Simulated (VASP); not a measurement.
# Ba2Ca (P6/mmm) in VASP: notebook, part 2 of 2

VASP 6.6.1. Earlier steps stand in the parts before.

### 3 Single point, PBE

This run uses another cell than the first one, of 54.86 Å³/atom.

The input, INCAR:

```
PREC     = Accurate       # precision mode
ENCUT    = 520            # plane-wave cutoff, eV
EDIFF    = 1E-7           # SCF threshold, eV
ISMEAR   = 0              # smearing method
SIGMA    = 0.1            # smearing width, eV
LREAL    = False          # projectors in reciprocal space
LASPH    = True           # aspherical terms in the spheres
NELM     = 80             # most SCF steps
ALGO     = Fast           # electronic algorithm
ISIF     = 2              # what is computed and relaxed
LWAVE    = False          # write WAVECAR
LCHARG   = False          # write CHGCAR
GGA      = PE             # functional
NBANDS   = 22             # bands
```

The input, KPOINTS:

```
regular mesh
0
Gamma
  6 6 4
```

The input, POSCAR:

```
Ba2Ca
1.0
    6.7995217631      0.0000000000      0.0000000000
   -3.3997608816      5.8885585804      0.0000000000
    0.0000000000      0.0000000000      4.1102875321
Ba Ca
2 1
Direct
    0.3333333333      0.6666666667      0.5000000000
    0.6666666667      0.3333333333      0.5000000000
    0.0000000000      0.0000000000      0.0000000000
```

Potentials or basis: VASP PAW PBE potentials, release 64 (Ba_sv, Ca_sv).

Started as:

```sh
$ cat potpaw_PBE.64/Ba_sv/POTCAR potpaw_PBE.64/Ca_sv/POTCAR > POTCAR
$ mpirun -np 1 vasp_std > vasp.out
```

OUTCAR:

```text
PREC = Accurate
   ENCUT = 520
   EDIFF = 1E-7
   ISMEAR = 0
   LREAL = False
   LASPH = True
   NELM = 80
   ISIF = 2
   GGA = PE

 ion  position               nearest neighbor table
   1  0.333  0.667  0.500-   2 3.93   2 3.93   2 3.93
   2  0.667  0.333  0.500-   1 3.93   1 3.93   1 3.93
   3  0.000  0.000  0.000-

  LATTYP: Found a hexagonal cell.
 ALAT       =     6.7995217631
 C/A-ratio  =     0.6044965625

  Lattice vectors:

 A1 = (   6.7995217631,   0.0000000000,   0.0000000000)
 A2 = (  -3.3997608816,   5.8885585804,   0.0000000000)
 A3 = (   0.0000000000,   0.0000000000,   4.1102875321)

Analysis of symmetry for initial positions (statically):
=====================================================================
 Subroutine PRICEL returns:
 Original cell was already a primitive cell.

 Routine SETGRP: Setting up the symmetry group for a
 hexagonal supercell.

 Subroutine GETGRP returns: Found 24 space group operations
[... 160 lines left out ...]
  ---------------------------------------------------
  free energy    TOTEN  =        -5.46033301 eV

  energy without entropy =       -5.43234427  energy(sigma->0) =       -5.44633864

 E-fermi :   1.8036     XC(G=0):  -7.5704

 val. band max:        1.7830676131   @ k =   0.3333   0.1667   0.5000
 cond. band min:       1.8356457008   @ k =   0.0000   0.0000   0.0000
 fundamental gap:      0.0525780878
 Fermi energy:         1.8036153463

 k-point     1 :       0.0000    0.0000    0.0000
  band No.  band energies     occupation
      1     -40.5426      2.00000
      2     -27.0819      2.00000
      3     -26.9866      2.00000
      4     -21.5091      2.00000
      5     -21.5091      2.00000
      6     -21.4907      2.00000
[... 514 lines left out ...]
     21       3.7523      0.00000
     22       3.7659      0.00000

------------------------ aborting loop because EDIFF is reached ----------------------------------------

  FORCE on cell =-STRESS in cart. coord.  units (eV):
  Direction    XX          YY          ZZ          XY          YZ          ZX
  --------------------------------------------------------------------------------------
  -------------------------------------------------------------------------------------
  Total        0.4402453      0.4402453      0.1269271     -0.0000000      0.0000000     -0.0000000
  in kB        4.2859363      4.2859363      1.2356781     -0.0000000      0.0000000     -0.0000000
  external PRESSURE =       3.2691836 kB  Pullay stress =       0.0000000 kB

 VOLUME and BASIS-vectors are now :
 -----------------------------------------------------------------------------
  energy-cutoff  :      520.00
  volume of cell :      164.57
      direct lattice vectors                 reciprocal lattice vectors
     6.799521763  0.000000000  0.000000000     0.147069167  0.084910423  0.000000000
    -3.399760882  5.888558580  0.000000000     0.000000000  0.169820846  0.000000000
     0.000000000  0.000000000  4.110287532     0.000000000  0.000000000  0.243291982

 POSITION                                       TOTAL-FORCE (eV/Angst)
 -----------------------------------------------------------------------------------
     -0.00000      3.92571      2.05514         0.000000      0.000000      0.000000
      3.39976      1.96285      2.05514        -0.000000     -0.000000     -0.000000
      0.00000      0.00000      0.00000        -0.000000      0.000000      0.000000
 -----------------------------------------------------------------------------------
    total drift:                                0.000000      0.000000      0.000000

  FREE ENERGIE OF THE ION-ELECTRON SYSTEM (eV)
  ---------------------------------------------------
  free  energy   TOTEN  =        -5.4603330056 eV

  energy  without entropy=       -5.4323442746  energy(sigma->0) =       -5.44633864
```

stdout:

```text
POSCAR found type information on POSCAR BaCa
 POSCAR found :  2 types and       3 ions
 scaLAPACK will be used
[... 63 lines left out ...]
 num prob  num prob  num prob  num prob  num prob  num prob  num prob  num prob  num prob  num prob  num prob  num prob  num prob  num prob RMM:  54    -0.546033113610E+01   -0.16494E-06   -0.21150E-06   517   0.251E-03    0.808E-03
 num prob  num prob  num prob  num prob  num prob  num prob RMM:  55    -0.546033133503E+01   -0.19893E-06   -0.24970E-06   549   0.245E-03    0.812E-03
 num prob  num prob  num prob  num prob  num prob  num prob  num prob  num prob  num prob RMM:  56    -0.546033152731E+01   -0.19228E-06   -0.18973E-06   620   0.242E-03    0.860E-03
 num prob  num prob  num prob  num prob  num prob  num prob  num prob  num prob  num prob  num prob RMM:  57    -0.546033169907E+01   -0.17176E-06   -0.21818E-06   515   0.227E-03    0.865E-03
 num prob  num prob  num prob  num prob  num prob  num prob  num prob RMM:  58    -0.546033182991E+01   -0.1
```

Wall time 9.6 min (1 thread of Oxide Virtual Turin-like, shared host); peak memory 0.29 GiB.

What came out:

* Free energy: -5.4603 eV
* Pressure: 0.3 GPa
* Band gap on the k mesh: zero (bands 15 and 16 overlap by 0.51 eV)

Stress tensor (GPa, compression positive):
```
0.43 0.00 0.00
0.00 0.43 0.00
0.00 0.00 0.12
```

Levels at points of the mesh, in eV from the Fermi level:
```tsv
k point	band 11	band 12	band 13	band 14	band 15	band 16	band 17	band 18	band 19	band 20
(0.00, 0.00, 0.00)	-13.81	-13.70	-3.14	-0.21	0.03	0.03	0.76	0.97	0.97	1.74
(0.50, 0.00, 0.00)	-13.78	-13.74	-2.01	-1.64	-0.72	0.34	0.79	0.94	1.21	1.41
(0.00, 0.00, 0.50)	-13.78	-13.78	-1.08	-0.37	-0.35	-0.35	0.42	0.42	1.18	1.18
(0.50, 0.00, 0.50)	-13.89	-13.73	-1.03	-0.53	-0.09	-0.06	0.29	0.61	1.21	1.56
```

Caveat: the k points lie up to 0.38 Å⁻¹ apart, too coarse for converged energies and pressures of a metal; spin-orbit coupling is left out, which moves the levels of the heavy elements.

### 4 Relaxation of cell and atoms, PBE

The input, INCAR:

```
SYSTEM = Ba2Ca
PREC = Accurate
ENCUT = 600
EDIFF = 1E-7
ISMEAR = 0
SIGMA = 0.1
LREAL = .False.
LASPH = .True.
NELM = 100
ALGO = Normal
ISIF = 3
LWAVE = .False.
LCHARG = .False.
GGA = PE
IBRION = 2
NSW = 90
EDIFFG = -0.04
```

The input, KPOINTS:

```
Automatic mesh
0
Gamma
  6 6 4
  0 0 0
```

The input, POSCAR:

```
Ba2Ca
1.0
    4.6999635519      0.0000000000      0.0000000000
   -2.3499817760      4.0702878328      0.0000000000
    0.0000000000      0.0000000000      5.0747114763
Ba Ca
2 1
Direct
    0.3333333333      0.6666666667      0.5000000000
    0.6666666667      0.3333333333      0.5000000000
    0.0000000000      0.0000000000      0.0000000000
```

Started as:

```sh
$ cat potpaw_PBE.64/Ba_sv/POTCAR potpaw_PBE.64/Ca_sv/POTCAR > POTCAR
$ mpirun -np 1 vasp_std > vasp.out
```

Run time: 13 min. Hardware: 1 thread of Oxide Virtual Turin-like, shared host; peak memory 0.25 GiB.

It converged, with:

```
Free energy                           : -5.4528 eV
Relaxed volume                        : 55.96 Å³/atom
Relaxed cell                          : a = 6.873 Å, b = 6.873 Å, c = 4.103 Å, α = 90.00°, β = 90.00°, γ = 120.00°
Space group after relaxing (to 0.1 Å) : P6/mmm (No. 191)
Energy gained by relaxing             : 1579.5 meV/atom
Ionic steps                           : 10
Pressure after relaxing               : 0.1 GPa
Band gap on the k mesh                : zero (bands 15 and 16 overlap by 0.48 eV)
```

Stress tensor (GPa, compression positive):
```
0.03 0.00 0.00
0.00 0.03 0.00
0.00 0.00 0.11
```

The path:
```csv
step,energy change (eV),largest force (eV/Å),pressure (GPa),volume (Å³)
1,0.0000,0.0000,22.86,97.08
2,-3.8652,0.0000,-0.15,174.73
3,-3.8974,0.0000,-0.40,181.04
4,-3.9242,0.0000,-0.88,194.06
5,-3.9238,0.0000,-0.95,196.40
6,-4.2259,0.0000,-0.85,187.76
7,-4.6884,0.0000,0.89,157.74
8,-4.7237,0.0000,0.14,166.72
9,-4.7322,0.0000,0.36,163.79
10,-4.7384,0.0000,0.06,167.87
```

Final structure:
```
Ba Ca
1.0
     6.87312    0.00000    0.00000
    -3.43656    5.95230    0.00000
     0.00000    0.00000    4.10320
Ba Ca
2 1
Direct
  0.33333 0.66667 0.50000
  0.66667 0.33333 0.50000
  0.00000 0.00000 0.00000
```

Levels at points of the mesh, in eV from the Fermi level:
```tsv
k point	band 11	band 12	band 13	band 14	band 15	band 16	band 17	band 18	band 19
(0.00, 0.00, 0.00)	-13.84	-13.74	-3.13	-0.21	0.01	0.01	0.69	0.92	0.92
(0.50, 0.00, 0.00)	-13.81	-13.77	-2.02	-1.66	-0.73	0.33	0.77	0.91	1.14
(0.00, 0.00, 0.50)	-13.82	-13.82	-1.05	-0.36	-0.33	-0.33	0.42	0.42	1.15
(0.50, 0.00, 0.50)	-13.93	-13.78	-1.01	-0.52	-0.09	-0.04	0.28	0.62	1.18
```

Caveat: the volume moved by over 15 % at a fixed basis, so the end points are rough; spin-orbit coupling is left out, which moves the levels of the heavy elements.

### 5 Single point, PBE

This run uses another cell than the first one, of 54.87 Å³/atom.

The input, INCAR:

```
PREC = Accurate
ENCUT = 520
EDIFF = 1E-6
ISMEAR = 0
SIGMA = 0.1
LREAL = F
LASPH = T
NELM = 60
ALGO = Fast
ISIF = 2
LWAVE = F
LCHARG = F
GGA = PE
NBANDS = 22
```

The input, KPOINTS:

```
regular mesh
0
Gamma
  12 12 12
```

The input, POSCAR:

```
Ba2Ca
1.0
    6.8508845899      0.0000000000      0.0000000000
   -3.4254422949      5.9330400933      0.0000000000
    0.0000000000      0.0000000000      4.0494637995
Ba Ca
2 1
Direct
    0.3333333333      0.6666666667      0.5000000000
    0.6666666667      0.3333333333      0.5000000000
    0.0000000000      0.0000000000      0.0000000000
```

Started as:

```sh
$ cat potpaw_PBE.64/Ba_sv/POTCAR potpaw_PBE.64/Ca_sv/POTCAR > POTCAR
$ mpirun -np 1 vasp_std > vasp.out
```

Wall time 37 min (1 thread of Oxide Virtual Turin-like, shared host); peak memory 0.6 GiB.

It converged, with:

```yaml
Free_energy: -5.4930 eV
Pressure: 0.1 GPa
Band_gap_on_the_k_mesh: zero (bands 15 and 16 overlap by 0.44 eV)
```

Levels at points of the mesh, in eV from the Fermi level:
```tsv
k point	band 11	band 12	band 13	band 14	band 15	band 16	band 17	band 18	band 19	band 20
(0.00, 0.00, 0.00)	-13.73	-13.62	-3.12	-0.18	0.02	0.02	0.76	0.97	0.97	1.66
(0.50, 0.00, 0.00)	-13.69	-13.66	-2.03	-1.61	-0.69	0.34	0.81	0.94	1.21	1.38
(0.00, 0.00, 0.50)	-13.73	-13.73	-1.01	-0.32	-0.32	-0.28	0.43	0.43	1.18	1.18
(0.50, 0.00, 0.50)	-13.84	-13.69	-0.98	-0.50	-0.06	-0.01	0.35	0.63	1.27	1.55
```

Caveat: spin-orbit coupling is left out, which moves the levels of the heavy elements.

### 6 The runs side by side

```csv
task,cell,k mesh,cutoff (eV),gap on the mesh (eV),pressure (GPa)
single point,"a = 4.700, b = 4.700, c = 5.075 Å, angles 90.0, 90.0, 120.0°, 3 atoms",6 × 6 × 4,520,none,22.8
single point,"a = 6.800, b = 6.800, c = 4.110 Å, angles 90.0, 90.0, 120.0°, 3 atoms",6 × 6 × 4,520,none,0.3
relaxation of cell and atoms,"relaxed from a = 4.700, b = 4.700, c = 5.075 Å, angles 90.0, 90.0, 120.0°, 3 atoms",6 × 6 × 4,600,none,0.1
single point,"a = 6.851, b = 6.851, c = 4.049 Å, angles 90.0, 90.0, 120.0°, 3 atoms",12 × 12 × 12,520,none,0.1
```

Alike in all rows: level PBE; potentials or basis VASP PAW PBE potentials, release 64 (Ba_sv, Ca_sv); no spin polarisation; smearing gaussian 0.1 eV.

Caveats: some runs use coarse meshes; spin-orbit coupling is left out, which moves the levels of the heavy elements; the stress differs along the axes, from 5 to 32 GPa (at least some runs); the volume moved by over 15 % at a fixed basis, so the end points are rough (at least some runs).

Absolute energies hang on the potentials; compare differences alone.

The gap in the log of VASP goes by the Fermi energy; the results here count the filled bands.